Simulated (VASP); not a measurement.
# HfO2 (Fm-3m) in VASP: a series of runs

The runs below take HfO2 through single point, with PBE, r2SCAN.

Program: VASP 6.6.1. These are calculated values, not measurements. Logs are shortened: lines on timing, memory, paths and dates and some standing lists are left out, and cuts for length are marked.

## (1) The cell of the first run

It takes space group Fm-3m (No. 225, cubic). Conventional cell: a = 5.098 Å, b = 5.098 Å, c = 5.098 Å, α = 90.00°, β = 90.00°, γ = 90.00°. Hf (site symmetry m-3m) has 8 O at 2.21 Å within 2.9 Å. Within 2.9 Å of O (site symmetry -43m) lie 4 Hf at 2.21 Å and 6 O at 2.55 Å.

## (2) Single point, PBE

INCAR

```
SYSTEM = HfO2
PREC = Accurate
ENCUT = 600
EDIFF = 1E-6
ISMEAR = -1
SIGMA = 0.06122561905347299
LREAL = .FALSE.
LASPH = .TRUE.
NELM = 120
ALGO = Normal
ISIF = 2
LWAVE = .FALSE.
LCHARG = .FALSE.
GGA = PE
NBANDS = 18
GGA_COMPAT = .FALSE.
```

KPOINTS

```
Automatic mesh
0
G
  4 4 4
  0 0 0
```

POSCAR

```
HfO2
1.0
    0.0000000000      2.5489517052      2.5489517052
    2.5489517052      0.0000000000      2.5489517052
    2.5489517052      2.5489517052      0.0000000000
Hf O
1 2
Direct
    0.0000000000      0.0000000000      0.0000000000
    0.2500000000      0.2500000000      0.2500000000
    0.7500000000      0.7500000000      0.7500000000
```

Potentials or basis: VASP PAW PBE potentials, release 64 (Hf_pv, O).

Started as:

```bash
$ cat potpaw_PBE.64/Hf_pv/POTCAR potpaw_PBE.64/O/POTCAR > POTCAR
$ mpirun -np 1 vasp_std > vasp.out
```

OUTCAR:

```text
SYSTEM = HfO2
   PREC = Accurate
   ENCUT = 600
   EDIFF = 1E-6
   ISMEAR = -1
   LREAL = .FALSE.
   LASPH = .TRUE.
   NELM = 120
   ISIF = 2
   GGA = PE

 ion  position               nearest neighbor table
   1  0.000  0.000  0.000-   3 2.21   3 2.21   3 2.21   2 2.21   3 2.21   2 2.21   2 2.21   2 2.21

   2  0.250  0.250  0.250-   1 2.21   1 2.21   1 2.21   1 2.21
   3  0.750  0.750  0.750-   1 2.21   1 2.21   1 2.21   1 2.21

  LATTYP: Found a face centered cubic cell.
 ALAT       =     5.0979034104

  Lattice vectors:

 A1 = (   0.0000000000,   2.5489517052,   2.5489517052)
 A2 = (   2.5489517052,   0.0000000000,   2.5489517052)
 A3 = (   2.5489517052,   2.5489517052,   0.0000000000)

Analysis of symmetry for initial positions (statically):
=====================================================================
 Subroutine PRICEL returns:
 Original cell was already a primitive cell.

 Routine SETGRP: Setting up the symmetry group for a
 face centered cubic supercell.

 Subroutine GETGRP returns: Found 48 space group operations
 (whereof 48 operations were pure point group operations)
 out of a pool of 48 trial point group operations.

The static configuration has the point symmetry O_h .

Analysis of symmetry for dynamics (positions and initial velocities):
=====================================================================
 Subroutine PRICEL returns:
 Original cell was already a primitive cell.

 Routine SETGRP: Setting up the symmetry group for a
 face centered cubic supercell.

 Subroutine GETGRP returns: Found 48 space group operations
 (whereof 48 operations were pure point group operations)
 out of a pool of 48 trial point group operations.

The dynamic configuration has the point symmetry O_h .

 Subroutine INISYM returns: Found 48 space group operations
 (whereof 48 operations are pure point group operations),
 and found     1 'primitive' translations

----------------------------------------------------------------------------------------

                                     Primitive cell

  volume of cell :      33.1219

  direct lattice vectors                    reciprocal lattice vectors
     0.000000000  2.548951705  2.548951705    -0.196159072  0.196159072  0.196159072
     2.548951705  0.000000000  2.548951705     0.196159072 -0.196159072  0.196159072
     2.548951705  2.548951705  0.000000000     0.196159072  0.196159072 -0.196159072

  length of vectors
     3.604762071  3.604762071  3.604762071     0.339757478  0.339757478  0.339757478

  position of ions in fractional coordinates (direct lattice)
     0.000000000  0.000000000  0.000000000
     0.250000000  0.250000000  0.250000000
     0.750000000  0.750000000  0.750000000

  ion indices of the primitive-cell ions
   primitive index   ion index
                 1           1
                 2           2
                 3           3

----------------------------------------------------------------------------------------

 KPOINTS: Automatic mesh

Automatic generation of k-mesh.
 Grid dimensions read from file:
 generate k-points for:    4    4    4

 Generating k-lattice:

  Cartesian coordinates                     Fractional coordinates (reciprocal lattice)
    -0.049039768  0.049039768  0.049039768     0.250000000  0.000000000  0.000000000
     0.049039768 -0.049039768  0.049039768     0.000000000  0.250000000  0.000000000
     0.049039768  0.049039768 -0.049039768     0.000000000  0.000000000  0.250000000

  Length of vectors
     0.084939370  0.084939370  0.084939370

  Shift w.r.t. Gamma in fractional coordinates (k-lattice)
     0.000000000  0.000000000  0.000000000

 Subroutine IBZKPT returns following result:
 ===========================================

 Found      8 irreducible k-points:

 Following reciprocal coordinates:
            Coordinates               Weight
  0.000000  0.000000  0.000000      1.000000
  0.250000  0.000000  0.000000      8.000000
  0.500000  0.000000  0.000000      4.000000
  0.250000  0.250000  0.000000      6.000000
  0.500000  0.250000  0.000000     24.000000
 -0.250000  0.250000  0.000000     12.000000
  0.500000  0.500000  0.000000      3.000000
 -0.250000  0.500000  0.250000      6.000000
   k-points           NKPTS =      8   k-points in BZ     NKDIM =      8   number of bands    NBANDS=     18
   number of dos      NEDOS =    301   number of ions     NIONS =      3
   total plane-waves  NPLWV =  27000
   dimension x,y,z NGX =    30 NGY =   30 NGZ =   30
   dimension x,y,z NGXF=    60 NGYF=   60 NGZF=   60
   ions per type =               1   2
   NGX,Y,Z   is equivalent  to a cutoff of  13.84, 13.84, 13.84 a.u.
   NGXF,Y,Z  is equivalent  to a cutoff of  27.67, 27.67, 27.67 a.u.
 SYSTEM =  HfO2
   PREC   = accura    normal or accurate (medium, high low for compatibility)
   ISTART =      0    job   : 0-new  1-cont  2-samecut
   ICHARG =      2    charge: 1-file 2-atom 10-const
   ISPIN  =      1    spin polarized calculation?
   LNONCOLLINEAR =      F non collinear calculations
   LSORBIT =      F    spin-orbit coupling
   LASPH  =      T    aspherical Exc in radial PAW
   ENCUT  =  600.0 eV  44.10 Ry    6.64 a.u.   7.20  7.20  7.20*2*pi/ulx,y,z
   NELM   =    120;   NELMIN=  2; NELMDL= -5     # of ELM steps
   EDIFF  = 0.1E-05   stopping-criterion for ELM
   LREAL  =      F    real-space projection
   EDIFFG = 0.1E-04   stopping-criterion for IOM
   NSW    =      0    number of steps for IOM
   IBRION =     -1    ionic relax: 0-MD 1-quasi-New 2-CG
   NFREE  =      0    steps in history (QN), initial steepest desc. (CG)
   ISIF   =      2    stress and relaxation
   ISYM   =      2    0-nonsym 1-usesym 2-fastsym
   POTIM  = 0.5000    time-step for ionic-motion
   TEBEG  =    0.0;   TEEND  =   0.0 temperature during run
   PSTRESS=    0.0 pullay stress
   NELECT =      22.0000    total number of electrons
   NUPDOWN=      -1.0000    fix difference up-down
   EMIN   =  10.00;   EMAX   =-10.00  energy-range for DOS
   EFERMI =   0.00;   METHOD = LEGACY
   ISMEAR =    -1;   SIGMA  =   0.06  broadening in eV -4-tet -1-fermi 0-gaus
   EFERMI_NEDOS =   21; number of points for ismear=-14 and -15
   IALGO  =     38    algorithm
   IMIX   =      4    mixing-type and parameters
     AMIX     =   0.40;   BMIX     =  1.00
     AMIX_MAG =   1.60;   BMIX_MAG =  1.00
  volume/ion in A,a.u.               =      11.04        74.51
  Fermi-wavevector in a.u.,A,eV,Ry     =   1.428381  2.699249 27.759597  2.040273
  Thomas-Fermi vector in A             =   2.548449
   LORBIT       =      0    0 simple, 1 ext, 2 COOP (PROOUT), +10 PAW based schemes
   GGA     = PE    functional components
   LHFCALC =     F    Hartree Fock is set to
   AEXX    =    0.0000 exact exchange contribution
   IVDW    =     0    specifies the selected vdW correction
   LEPSILON=     F    determine dielectric tensor
   LRPA    =     F    only Hartree local field effects (RPA)
 non-spin polarized calculation
  energy-cutoff  :      600.00
  volume of cell :       33.12
 maximum number of plane-waves:      1124
 NGX is ok and might be reduce to    30
   NGX = 15   NGY = 15   NGZ = 15

 number of electron      21.9999994 magnetization

 Free energy of the ion-electron system (eV)
  ---------------------------------------------------
  ext. energy  EPLUGINS =         0.00000000
  ---------------------------------------------------
  free energy    TOTEN  =       -30.24765169 eV

  energy without entropy =      -30.24765169  energy(sigma->0) =      -30.24765169

 E-fermi :   5.4896     XC(G=0): -11.7504

 val. band max:        4.1373965451   @ k =   0.5000   0.5000   0.0000
 cond. band min:       7.8952539320   @ k =   0.5000   0.5000   0.0000
 fundamental gap:      3.7578573870
 Fermi energy:         5.4896475386

 k-point     1 :       0.0000    0.0000    0.0000
  band No.  band energies     occupation
      1     -25.6258      2.00000
      2     -25.6258      2.00000
      3     -25.6258      2.00000
      4     -14.4916      2.00000
      5     -11.5417      2.00000
      6      -1.1045      2.00000
      7      -1.1045      2.00000
      8      -1.1045      2.00000
      9       3.5387      2.00000
     10       3.5387      2.00000
     11       3.5387      2.00000
     12       7.9788      0.00000
     13       7.9788      0.00000
     14       9.8434      0.00000
     15      14.3524      0.00000
     16      14.3524      0.00000
     17      14.3524      0.00000
     18      17.5320      0.00000

 k-point     2 :       0.2500    0.0000    0.0000
  band No.  band energies     occupation
      1     -25.8325      2.00000
      2     -25.6491      2.00000
      3     -25.6491      2.00000
      4     -13.8168      2.00000
      5     -12.0370      2.00000
      6      -0.5920      2.00000
      7      -0.5920      2.00000
      8       0.2386      2.00000
      9       2.1816      2.00000
     10       2.7512      2.00000
     11       2.7512      2.00000
     12       8.6755      0.00000
     13       8.6755      0.00000
     14      11.0951      0.00000
     15      13.1912      0.00000
     16      13.6362      0.00000
     17      13.6362      0.00000
     18      16.6356      0.00000

 k-point     3 :       0.5000    0.0000    0.0000
  band No.  band energies     occupation
      1     -26.0252      2.00000
      2     -25.6721      2.00000
      3     -25.6721      2.00000
      4     -13.2830      2.00000
      5     -12.2482      2.00000
      6      -0.0835      2.00000
      7      -0.0835      2.00000
      8       1.1181      2.00000
      9       1.4466      2.00000
     10       2.3259      2.00000
     11       2.3259      2.00000
     12       8.6850      0.00000
     13       8.6850      0.00000
     14      10.9675      0.00000
     15      13.1498      0.00000
     16      13.3414      0.00000
     17      13.3414      0.00000
     18      16.4458      0.00000

 k-point     4 :       0.2500    0.2500    0.0000
  band No.  band energies     occupation
      1     -25.8472      2.00000
      2     -25.6832      2.00000
      3     -25.6832      2.00000
      4     -13.5342      2.00000
      5     -12.2245      2.00000
      6      -0.4564      2.00000
      7      -0.4564      2.00000
      8       0.1319      2.00000
      9       1.1264      2.00000
     10       3.4653      2.00000
     11       3.4653      2.00000
     12       8.5672      0.00000
     13       8.6795      0.00000
     14      12.2578      0.00000
     15      12.7865      0.00000
     16      12.7865      0.00000
     17      13.0146      0.00000
     18      17.3582      0.00000

 k-point     5 :       0.5000    0.2500    0.0000
  band No.  band energies     occupation
      1     -25.9700      2.00000
      2     -25.7781      2.00000
      3     -25.7062      2.00000
      4     -12.8772      2.00000
      5     -12.4917      2.00000
      6      -1.0532      2.00000
      7       0.1400      2.00000
      8       0.3050      2.00000
      9       2.4707      2.00000
     10       2.8142      2.00000
     11       2.9593      2.00000
     12       8.5868      0.00000
     13       9.1475      0.00000
     14      11.1013      0.00000
     15      11.9792      0.00000
     16      12.6316      0.00000
     17      15.1543      0.00000
     18      17.2151      0.00000

 k-point     6 :      -0.2500    0.2500    0.0000
  band No.  band energies     occupation
      1     -25.9125      2.00000
      2     -25.7912      2.00000
      3     -25.6723      2.00000
      4     -13.0974      2.00000
      5     -12.4187      2.00000
      6      -0.7390      2.00000
      7       0.5157      2.00000
      8       0.5171      2.00000
      9       1.3952      2.00000
     10       2.0739      2.00000
     11       3.4380      2.00000
     12       8.4184      0.00000
     13       9.3136      0.00000
     14      11.3393      0.00000
     15      11.8399      0.00000
     16      13.1572      0.00000
     17      14.8276      0.00000
     18      17.0112      0.00000

 k-point     7 :       0.5000    0.5000    0.0000
  band No.  band energies     occupation
      1     -26.0483      2.00000
      2     -25.7400      2.00000
      3     -25.7400      2.00000
      4     -12.7815      2.00000
      5     -12.4199      2.00000
      6      -2.2242      2.00000
      7       0.7142      2.00000
      8       0.7142      2.00000
      9       2.6382      2.00000
     10       2.6382      2.00000
     11       4.1374      2.00000
     12       7.8953      0.00000
     13       9.5532      0.00000
     14      10.6227      0.00000
     15      12.1526      0.00000
     16      12.1526      0.00000
     17      17.1689      0.00000
     18      17.4524      0.00000

 k-point     8 :      -0.2500    0.5000    0.2500
  band No.  band energies     occupation
      1     -25.8970      2.00000
      2     -25.8970      2.00000
      3     -25.7419      2.00000
      4     -12.5960      2.00000
      5     -12.5960      2.00000
      6      -1.0828      2.00000
      7      -0.8384      2.00000
      8       1.6155      2.00000
      9       1.6155      2.00000
     10       2.7747      2.00000
     11       3.9349      2.00000
     12       8.9023      0.00000
     13       9.2165      0.00000
     14      11.0730      0.00000
     15      11.0730      0.00000
     16      12.2960      0.00000
     17      16.9188      0.00000
     18      17.4627      0.00000

------------------------ aborting loop because EDIFF is reached ----------------------------------------

  FORCE on cell =-STRESS in cart. coord.  units (eV):
  Direction    XX          YY          ZZ          XY          YZ          ZX
  --------------------------------------------------------------------------------------
  -------------------------------------------------------------------------------------
  Total       -0.8079220     -0.8079220     -0.8079220     -0.0000000      0.0000000      0.0000000
  in kB      -39.0809558    -39.0809558    -39.0809558     -0.0000000      0.0000000      0.0000000
  external PRESSURE =     -39.0809558 kB  Pullay stress =       0.0000000 kB

 VOLUME and BASIS-vectors are now :
 -----------------------------------------------------------------------------
  energy-cutoff  :      600.00
  volume of cell :       33.12
      direct lattice vectors                 reciprocal lattice vectors
     0.000000000  2.548951705  2.548951705    -0.196159072  0.196159072  0.196159072
     2.548951705  0.000000000  2.548951705     0.196159072 -0.196159072  0.196159072
     2.548951705  2.548951705  0.000000000     0.196159072  0.196159072 -0.196159072

 POSITION                                       TOTAL-FORCE (eV/Angst)
 -----------------------------------------------------------------------------------
      0.00000      0.00000      0.00000         0.000000     -0.000000      0.000000
      1.27448      1.27448      1.27448        -0.000000      0.000000     -0.000000
      3.82343      3.82343      3.82343        -0.000000     -0.000000      0.000000
 -----------------------------------------------------------------------------------
    total drift:                                0.000000     -0.000000      0.000000

  FREE ENERGIE OF THE ION-ELECTRON SYSTEM (eV)
  ---------------------------------------------------
  free  energy   TOTEN  =       -30.2476516872 eV

  energy  without entropy=      -30.2476516872  energy(sigma->0) =      -30.24765169
```

It used 9.3 s of CPU time on 1 thread of AMD EPYC 7R13 Processor (Zen 3), with other jobs on the host.

Results:

```yaml
Free_energy: -30.2477 eV
Pressure: -3.9 GPa
Band_gap_on_the_k_mesh: 3.76 eV, direct
```

Levels at points of the mesh, in eV from the valence-band top:
| k point | band 9 | band 10 | band 11 | band 12 | band 13 | band 14 |
| --- | --- | --- | --- | --- | --- | --- |
| (0.00, 0.00, 0.00) | -0.60 | -0.60 | -0.60 | 3.84 | 3.84 | 5.71 |
| (0.50, 0.00, 0.00) | -2.69 | -1.81 | -1.81 | 4.55 | 4.55 | 6.83 |
| (0.50, 0.50, 0.00) | -1.50 | -1.50 | 0.00 | 3.76 | 5.42 | 6.49 |

Caveat: the k points lie up to 0.53 Å⁻¹ apart; spin-orbit coupling is left out, which moves the levels of the heavy elements. A k mesh can miss the band edges.

## (3) Single point, PBE

INCAR

```
ALGO = Normal
EDIFF = 1E-6
ENCUT = 600
GGA = PE
GGA_COMPAT = F
ISIF = 2
ISMEAR = -1
LASPH = T
LCHARG = F
LREAL = F
LWAVE = F
NBANDS = 18
NELM = 120
PREC = Accurate
SIGMA = 0.06122561905347299
```

KPOINTS

```
k-points
0
Gamma
  4 4 4
```

POSCAR is that of step 2.

Potentials or basis: VASP PAW PBE potentials, release 64 (Hf_pv, O).

Started as:

```bash
$ cat potpaw_PBE.64/Hf_pv/POTCAR potpaw_PBE.64/O/POTCAR > POTCAR
$ mpirun -np 1 vasp_std > vasp.out
```

OUTCAR:

```text
EDIFF = 1E-6
   ENCUT = 600
   GGA = PE
   ISIF = 2
   ISMEAR = -1
   LASPH = T
   LREAL = F
   NELM = 120
   PREC = Accurate

 ion  position               nearest neighbor table
   1  0.000  0.000  0.000-   3 2.21   3 2.21   3 2.21   2 2.21   3 2.21   2 2.21   2 2.21   2 2.21

   2  0.250  0.250  0.250-   1 2.21   1 2.21   1 2.21   1 2.21
   3  0.750  0.750  0.750-   1 2.21   1 2.21   1 2.21   1 2.21

[... 343 lines left out ...]
------------------------ aborting loop because EDIFF is reached ----------------------------------------

  FORCE on cell =-STRESS in cart. coord.  units (eV):
  Direction    XX          YY          ZZ          XY          YZ          ZX
  --------------------------------------------------------------------------------------
  -------------------------------------------------------------------------------------
  Total       -0.8079220     -0.8079220     -0.8079220     -0.0000000      0.0000000      0.0000000
  in kB      -39.0809558    -39.0809558    -39.0809558     -0.0000000      0.0000000      0.0000000
  external PRESSURE =     -39.0809558 kB  Pullay stress =       0.0000000 kB

 VOLUME and BASIS-vectors are now :
 -----------------------------------------------------------------------------
  energy-cutoff  :      600.00
  volume of cell :       33.12
      direct lattice vectors                 reciprocal lattice vectors
     0.000000000  2.548951705  2.548951705    -0.196159072  0.196159072  0.196159072
     2.548951705  0.000000000  2.548951705     0.196159072 -0.196159072  0.196159072
     2.548951705  2.548951705  0.000000000     0.196159072  0.196159072 -0.196159072

 POSITION                                       TOTAL-FORCE (eV/Angst)
 -----------------------------------------------------------------------------------
      0.00000      0.00000      0.00000         0.000000     -0.000000      0.000000
      1.27448      1.27448      1.27448        -0.000000      0.000000     -0.000000
      3.82343      3.82343      3.82343        -0.000000     -0.000000      0.000000
 -----------------------------------------------------------------------------------
    total drift:                                0.000000     -0.000000      0.000000

  FREE ENERGIE OF THE ION-ELECTRON SYSTEM (eV)
  ---------------------------------------------------
  free  energy   TOTEN  =       -30.2476516872 eV

  energy  without entropy=      -30.2476516872  energy(sigma->0) =      -30.24765169
```

Wall time 14 s (1 thread of AMD EPYC 7R13 (Zen 3), shared host); peak memory 0.14 GiB.

What came out:

```
Free energy            : -30.2477 eV
Pressure               : -3.9 GPa
Band gap on the k mesh : 3.76 eV, direct
```

Caveat: the k points lie up to 0.53 Å⁻¹ apart; spin-orbit coupling is left out, which moves the levels of the heavy elements. Expect the measured gap to be larger: semilocal functionals such as PBE lack the derivative discontinuity.

(Part 1 of 2 ends here.)
